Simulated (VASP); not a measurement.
# AlN (P6_3mc) in VASP: further runs, part 2 of 2

VASP 6.6.1. Earlier steps stand in the parts before.

## Step 3: Electric field gradients, PBE (volume scaled by 1.06)

File INCAR:

```
ALGO     = Normal         # electronic algorithm
EDIFF    = 1E-8           # SCF threshold, eV
ENCUT    = 520            # plane-wave cutoff, eV
GGA      = PE             # functional
ISIF     = 2              # what is computed and relaxed
ISMEAR   = -1             # smearing method
LASPH    = T              # aspherical terms in the spheres
LCHARG   = F              # write CHGCAR
LEFG     = T            
LREAL    = F              # projectors in reciprocal space
LWAVE    = F              # write WAVECAR
NBANDS   = 16             # bands
NELM     = 100            # most SCF steps
PREC     = Accurate       # precision mode
SIGMA    = 0.02           # smearing width, eV
```

File KPOINTS:

```
k-points
0
Gamma
  11 11 6
```

File POSCAR:

```
AlN
1.0
    3.1720176844      0.0000000000      0.0000000000
   -1.5860088422      2.7470478959      0.0000000000
    0.0000000000      0.0000000000      5.0756326300
Al N
2 2
Direct
    0.3333333333      0.6666666667      0.0000000000
    0.6666666667      0.3333333333      0.5000000000
    0.3333333333      0.6666666667      0.3850000000
    0.6666666667      0.3333333333      0.8850000000
```

Potentials or basis: VASP PAW PBE potentials, release 64 (Al, N).

Command:

```console
cat potpaw_PBE.64/Al/POTCAR potpaw_PBE.64/N/POTCAR > POTCAR
mpirun -np 1 vasp_std > vasp.out
```

OUTCAR:

```text
EDIFF = 1E-8
   ENCUT = 520
   GGA = PE
   ISIF = 2
   ISMEAR = -1
   LASPH = T
   LREAL = F
   NELM = 100
   PREC = Accurate

 ion  position               nearest neighbor table
   1  0.333  0.667  0.000-   4 1.92   4 1.92   4 1.92   3 1.95   2 3.13   2 3.13   2 3.13   2 3.13
                             2 3.13   2 3.13
   2  0.667  0.333  0.500-   3 1.92   3 1.92   3 1.92   4 1.95   1 3.13   1 3.13   1 3.13   1 3.13
                             1 3.13   1 3.13
   3  0.333  0.667  0.385-   2 1.92   2 1.92   2 1.92   1 1.95
   4  0.667  0.333  0.885-   1 1.92   1 1.92   1 1.92   2 1.95

  LATTYP: Found a hexagonal cell.
 ALAT       =     3.1720176844
 C/A-ratio  =     1.6001274693

  Lattice vectors:

 A1 = (   3.1720176844,   0.0000000000,   0.0000000000)
 A2 = (  -1.5860088422,   2.7470478959,   0.0000000000)
 A3 = (   0.0000000000,   0.0000000000,   5.0756326300)

Analysis of symmetry for initial positions (statically):
=====================================================================
 Subroutine PRICEL returns:
 Original cell was already a primitive cell.

 Routine SETGRP: Setting up the symmetry group for a
 hexagonal supercell.

 Subroutine GETGRP returns: Found 12 space group operations
 (whereof  6 operations were pure point group operations)
 out of a pool of 24 trial point group operations.

The static configuration has the point symmetry C_3v.
 The point group associated with its full space group is C_6v.

Analysis of symmetry for dynamics (positions and initial velocities):
=====================================================================
[... 629 lines left out ...]

  FORCE on cell =-STRESS in cart. coord.  units (eV):
  Direction    XX          YY          ZZ          XY          YZ          ZX
  --------------------------------------------------------------------------------------
  -------------------------------------------------------------------------------------
  Total       -1.9250555     -1.9250555     -2.0503139      0.0000000      0.0000000      0.0000000
  in kB      -69.7367704    -69.7367704    -74.2743614      0.0000000      0.0000000      0.0000000
  external PRESSURE =     -71.2493008 kB  Pullay stress =       0.0000000 kB

 VOLUME and BASIS-vectors are now :
 -----------------------------------------------------------------------------
  energy-cutoff  :      520.00
  volume of cell :       44.23
      direct lattice vectors                 reciprocal lattice vectors
     3.172017684  0.000000000  0.000000000     0.315256754  0.182013572  0.000000000
    -1.586008842  2.747047896  0.000000000     0.000000000  0.364027144  0.000000000
     0.000000000  0.000000000  5.075632630     0.000000000  0.000000000  0.197019775

 POSITION                                       TOTAL-FORCE (eV/Angst)
 -----------------------------------------------------------------------------------
     -0.00000      1.83137      0.00000         0.000000     -0.000000      0.177649
      1.58601      0.91568      2.53782        -0.000000     -0.000000      0.177649
     -0.00000      1.83137      1.95412         0.000000      0.000000     -0.177649
      1.58601      0.91568      4.49193        -0.000000      0.000000     -0.177649
 -----------------------------------------------------------------------------------
    total drift:                               -0.000000      0.000000      0.000167

  FREE ENERGIE OF THE ION-ELECTRON SYSTEM (eV)
  ---------------------------------------------------
  free  energy   TOTEN  =       -29.7390396597 eV

  energy  without entropy=      -29.7390396597  energy(sigma->0) =      -29.73903966

 Electric field gradients (V/A^2)
---------------------------------------------------------------------
 ion       V_xx      V_yy      V_zz      V_xy      V_xz      V_yz
---------------------------------------------------------------------
   1      -3.985    -3.984     7.969     0.000     0.000    -0.000
   2      -3.985    -3.984     7.969     0.000    -0.000     0.000
   3      -0.080    -0.081     0.161    -0.001     0.000    -0.000
   4      -0.080    -0.081     0.161    -0.001    -0.000     0.000
---------------------------------------------------------------------

 Electric field gradients after diagonalization (V/A^2)
 (convention: |V_zz| > |V_xx| > |V_yy|)
----------------------------------------------------------------------
 ion       V_xx      V_yy      V_zz     asymmetry (V_yy - V_xx)/ V_zz
----------------------------------------------------------------------
   1      -3.985    -3.984     7.969       0.000
   2      -3.985    -3.984     7.969       0.000
   3      -0.082    -0.079     0.161       0.016
   4      -0.082    -0.079     0.161       0.016
----------------------------------------------------------------------

           NMR quadrupolar parameters

 Cq : quadrupolar parameter    Cq=e*Q*V_zz/h
 eta: asymmetry parameters     (V_yy - V_xx)/ V_zz
 Q  : nuclear electric quadrupole moment in mb (millibarn)
----------------------------------------------------------------------
 ion       Cq(MHz)       eta       Q (mb)
----------------------------------------------------------------------
   1       0.019       0.000       1.000
   2       0.019       0.000       1.000
   3       0.000       0.016       1.000
   4       0.000       0.016       1.000
----------------------------------------------------------------------
```

OSZICAR:

```text
N       E                     dE             d eps       ncg     rms          rms(c)
DAV:   1     0.415644403715E+02    0.41564E+02   -0.72778E+03  2048   0.894E+02
DAV:   2    -0.305996743039E+02   -0.72164E+02   -0.66053E+02  2968   0.182E+02
DAV:   3    -0.342570492812E+02   -0.36574E+01   -0.36444E+01  2496   0.424E+01
DAV:   4    -0.342806731194E+02   -0.23624E-01   -0.23622E-01  2600   0.389E+00
DAV:   5    -0.342809907333E+02   -0.31761E-03   -0.31761E-03  2512   0.454E-01    0.118E+01
DAV:   6    -0.297202743137E+02    0.45607E+01   -0.10709E+01  2488   0.234E+01    0.403E+00
DAV:   7    -0.297509037281E+02   -0.30629E-01   -0.62207E-01  2152   0.557E+00    0.287E+00
DAV:   8    -0.297441860442E+02    0.67177E-02   -0.66749E-02  2304   0.239E+00    0.682E-01
DAV:   9    -0.297384521025E+02    0.57339E-02   -0.12982E-02  2728   0.843E-01    0.263E-01
DAV:  10    -0.297391359410E+02   -0.68384E-03   -0.26412E-03  2240   0.320E-01    0.148E-01
DAV:  11    -0.297390362903E+02    0.99651E-04   -0.20158E-04  2336   0.108E-01    0.372E-02
DAV:  12    -0.297390398067E+02   -0.35164E-05   -0.14241E-05  2312   0.300E-02    0.716E-03
DAV:  13    -0.297390396280E+02    0.17870E-06   -0.48768E-06  2432   0.166E-02    0.610E-03
DAV:  14    -0.297390396243E+02    0.37074E-08   -0.38597E-07  2360   0.526E-03    0.201E-03
DAV:  15    -0.297390396659E+02   -0.41596E-07   -0.65588E-08  2640   0.191E-03    0.241E-04
DAV:  16    -0.297390396597E+02    0.62033E-08   -0.23257E-09  1240   0.413E-04
   1 F= -.29739040E+02 E0= -.29739040E+02  d E =-.135422E-11
```

stdout:

```text
POSCAR found type information on POSCAR AlN
 POSCAR found :  2 types and       4 ions
 scaLAPACK will be used
 LDA part: xc-table for (Slater+PW92), standard interpolation
 POSCAR, INCAR and KPOINTS ok, starting setup
 FFT: planning ... GRIDC
 FFT: planning ... GRID_SOFT
 FFT: planning ... GRID
 WAVECAR not read
 entering main loop
ion   1

ion   2

ion   3

ion   4
```

Run time: 19 s. Hardware: 1 thread of Intel Xeon Platinum 8488C (Sapphire Rapids), shared host; peak memory 0.17 GiB.

What came out:

```
Free energy            : -29.7390 eV
Pressure               : -7.1 GPa
Largest force          : 0.178 eV/Å
Band gap on the k mesh : 3.66 eV, direct
```

Forces in eV/Å, atoms in the order of the input:
```
Al   0.000  0.000  0.178
Al   0.000  0.000  0.178
N    0.000  0.000 -0.178
N    0.000  0.000 -0.178
```

Stress tensor (GPa, compression positive):
```
-6.97  0.00  0.00
 0.00 -6.97  0.00
 0.00  0.00 -7.43
```

Levels at points of the mesh, in eV from the valence-band top:
```
           k point  band 5  band 6  band 7  band 8  band 9  band 10  band 11  band 12
(0.00, 0.00, 0.00)   -0.92   -0.28   -0.28    0.00    3.66     6.11    10.14    10.67
(0.00, 0.00, 0.50)   -0.61   -0.61   -0.61   -0.61    5.94     5.94     9.81     9.81
```

Electric field gradients, principal values (V/Å²):
```
atom   least  middle  greatest (by size)
1 Al  -3.984  -3.985               7.969
2 Al  -3.984  -3.985               7.969
 3 N  -0.079  -0.082               0.161
 4 N  -0.079  -0.082               0.161
```

Caveat: without QUAD_EFG the Cq values of the log hold for a quadrupole moment of 1 mb, not for the nuclei. A k mesh can miss the band edges.

## Step 4: Electric field gradients, PBE (zz strain of -2 %)

File INCAR:

```
PREC = Accurate
ENCUT = 520
EDIFF = 1E-8
ISMEAR = -1
SIGMA = 0.02
LREAL = F
LASPH = T
NELM = 100
ALGO = Normal
ISIF = 2
LWAVE = F
LCHARG = F
GGA = PE
LEFG = T
NBANDS = 16
```

File KPOINTS:

```
regular mesh
0
Gamma
  11 11 6
```

File POSCAR:

```
AlN
1.0
    3.1110021516      0.0000000000      0.0000000000
   -1.5555010758      2.6942068945      0.0000000000
    0.0000000000      0.0000000000      4.8784400000
Al N
2 2
Direct
    0.3333333333      0.6666666667      0.0000000000
    0.6666666667      0.3333333333      0.5000000000
    0.3333333333      0.6666666667      0.3850000000
    0.6666666667      0.3333333333      0.8850000000
```

Potentials or basis: VASP PAW PBE potentials, release 64 (Al, N).

Command:

```console
cat potpaw_PBE.64/Al/POTCAR potpaw_PBE.64/N/POTCAR > POTCAR
mpirun -np 1 vasp_std > vasp.out
```

OUTCAR:

```text
PREC = Accurate
   ENCUT = 520
   EDIFF = 1E-8
   ISMEAR = -1
   LREAL = F
   LASPH = T
   NELM = 100
   ISIF = 2
   GGA = PE

 ion  position               nearest neighbor table
   1  0.333  0.667  0.000-   3 1.88   4 1.88   4 1.88   4 1.88   2 3.03   2 3.03   2 3.03   2 3.03
                             2 3.03   2 3.03
   2  0.667  0.333  0.500-   4 1.88   3 1.88   3 1.88   3 1.88   1 3.03   1 3.03   1 3.03   1 3.03
                             1 3.03   1 3.03
   3  0.333  0.667  0.385-   1 1.88   2 1.88   2 1.88   2 1.88
   4  0.667  0.333  0.885-   2 1.88   1 1.88   1 1.88   1 1.88

  LATTYP: Found a hexagonal cell.
 ALAT       =     3.1110021516
 C/A-ratio  =     1.5681249200

  Lattice vectors:

 A1 = (   3.1110021516,   0.0000000000,   0.0000000000)
 A2 = (  -1.5555010758,   2.6942068945,   0.0000000000)
 A3 = (   0.0000000000,   0.0000000000,   4.8784400000)

Analysis of symmetry for initial positions (statically):
=====================================================================
 Subroutine PRICEL returns:
 Original cell was already a primitive cell.

 Routine SETGRP: Setting up the symmetry group for a
 hexagonal supercell.

 Subroutine GETGRP returns: Found 12 space group operations
 (whereof  6 operations were pure point group operations)
 out of a pool of 24 trial point group operations.

The static configuration has the point symmetry C_3v.
 The point group associated with its full space group is C_6v.

Analysis of symmetry for dynamics (positions and initial velocities):
[... 630 lines left out ...]

  FORCE on cell =-STRESS in cart. coord.  units (eV):
  Direction    XX          YY          ZZ          XY          YZ          ZX
  --------------------------------------------------------------------------------------
  -------------------------------------------------------------------------------------
  Total        1.5057190      1.5057190      3.0729876      0.0000000      0.0000000      0.0000000
  in kB       58.9986784     58.9986784    120.4090586      0.0000000      0.0000000      0.0000000
  external PRESSURE =      79.4688051 kB  Pullay stress =       0.0000000 kB

 VOLUME and BASIS-vectors are now :
 -----------------------------------------------------------------------------
  energy-cutoff  :      520.00
  volume of cell :       40.89
      direct lattice vectors                 reciprocal lattice vectors
     3.111002152  0.000000000  0.000000000     0.321439829  0.185583372  0.000000000
    -1.555501076  2.694206895  0.000000000     0.000000000  0.371166744  0.000000000
     0.000000000  0.000000000  4.878440000     0.000000000  0.000000000  0.204983560

 POSITION                                       TOTAL-FORCE (eV/Angst)
 -----------------------------------------------------------------------------------
     -0.00000      1.79614      0.00000         0.000000      0.000000     -0.091795
      1.55550      0.89807      2.43922        -0.000000      0.000000     -0.091795
     -0.00000      1.79614      1.87820         0.000000     -0.000000      0.091795
      1.55550      0.89807      4.31742        -0.000000      0.000000      0.091795
 -----------------------------------------------------------------------------------
    total drift:                               -0.000000      0.000000      0.000462

  FREE ENERGIE OF THE ION-ELECTRON SYSTEM (eV)
  ---------------------------------------------------
  free  energy   TOTEN  =       -29.7301109999 eV

  energy  without entropy=      -29.7301109999  energy(sigma->0) =      -29.73011100

 Electric field gradients (V/A^2)
---------------------------------------------------------------------
 ion       V_xx      V_yy      V_zz      V_xy      V_xz      V_yz
---------------------------------------------------------------------
   1      -1.962    -1.962     3.924     0.000    -0.000     0.000
   2      -1.962    -1.962     3.924     0.000     0.000    -0.000
   3       1.631     1.630    -3.261    -0.000     0.000    -0.000
   4       1.631     1.630    -3.261    -0.000    -0.000     0.000
---------------------------------------------------------------------

 Electric field gradients after diagonalization (V/A^2)
 (convention: |V_zz| > |V_xx| > |V_yy|)
----------------------------------------------------------------------
 ion       V_xx      V_yy      V_zz     asymmetry (V_yy - V_xx)/ V_zz
----------------------------------------------------------------------
   1      -1.962    -1.962     3.924       0.000
   2      -1.962    -1.962     3.924       0.000
   3       1.631     1.630    -3.261       0.000
   4       1.631     1.630    -3.261       0.000
----------------------------------------------------------------------

           NMR quadrupolar parameters

 Cq : quadrupolar parameter    Cq=e*Q*V_zz/h
 eta: asymmetry parameters     (V_yy - V_xx)/ V_zz
 Q  : nuclear electric quadrupole moment in mb (millibarn)
----------------------------------------------------------------------
 ion       Cq(MHz)       eta       Q (mb)
----------------------------------------------------------------------
   1       0.009       0.000       1.000
   2       0.009       0.000       1.000
   3      -0.008       0.000       1.000
   4      -0.008       0.000       1.000
----------------------------------------------------------------------
```

stdout:

```text
POSCAR found type information on POSCAR AlN
 POSCAR found :  2 types and       4 ions
 scaLAPACK will be used
 LDA part: xc-table for (Slater+PW92), standard interpolation
 POSCAR, INCAR and KPOINTS ok, starting setup
 FFT: planning ... GRIDC
 FFT: planning ... GRID_SOFT
 FFT: planning ... GRID
 WAVECAR not read
 entering main loop
ion   1

ion   2

ion   3

ion   4
```

Wall time 18 s (1 thread of Intel Xeon Platinum 8488C (Sapphire Rapids), shared host); peak memory 0.16 GiB.

Results:

| Quantity | Value |
| --- | --- |
| Free energy | -29.7301 eV |
| Pressure | 7.9 GPa |
| Largest force | 0.092 eV/Å |
| Band gap on the k mesh | 4.29 eV, direct |

Forces in eV/Å, atoms in the order of the input:
```
Al   0.000  0.000 -0.092
Al   0.000  0.000 -0.092
N    0.000  0.000  0.092
N    0.000  0.000  0.092
```

Stress tensor (GPa, compression positive):
```
 5.90  0.00  0.00
 0.00  5.90  0.00
 0.00  0.00 12.04
```

Electric field gradients, principal values (V/Å²):
| atom | least | middle | greatest (by size) |
| --- | --- | --- | --- |
| 1 Al | -1.962 | -1.962 | 3.924 |
| 2 Al | -1.962 | -1.962 | 3.924 |
| 3 N | 1.630 | 1.631 | -3.261 |
| 4 N | 1.630 | 1.631 | -3.261 |

Caveat: the cell differs from its parent crystal (zz strain of -2 %); without QUAD_EFG the Cq values of the log hold for a quadrupole moment of 1 mb, not for the nuclei.
